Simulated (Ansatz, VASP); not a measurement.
Two plane-wave programs on SiGe3

```xyz
4
Lattice="2.9537 0.0000 0.0000 0.0000 2.9537 0.0000 0.0000 0.0000 8.5704" Properties=species:S:1:pos:R:3 pbc="T T T"
Si    0.0000    0.0000    4.2852
Ge    0.0000    0.0000    0.0000
Ge    1.4769    1.4769    2.3912
Ge    1.4769    1.4769    6.1792
```

Alike in both runs: functional PBE; k mesh 6 × 6 × 2; occupations gaussian, width 0.1 eV; no spin polarisation.

Ansatz relaxed the structure, and its values are those at the end. VASP's run is a single point on that final structure, the one shown.

```csv
,VASP,Ansatz
version,VASP 6.6.1,Ansatz 0.2.0
potentials or method,"VASP PAW PBE potentials, release 64 (Si, Ge_d), cutoff 520 eV","scalar-relativistic, plane waves, PAW"
valence electrons in the cell,46,46
```

```tsv
	VASP	Ansatz	Ansatz less VASP
gap on the k mesh at the Fermi level (eV)	none	none	-
pressure (GPa)	-0.2	-0.2	-0.03
```

A gap of «none» marks a metal or a gap that the smearing closes.

The k mesh is coarse, so the values compare programs but aren't converged.
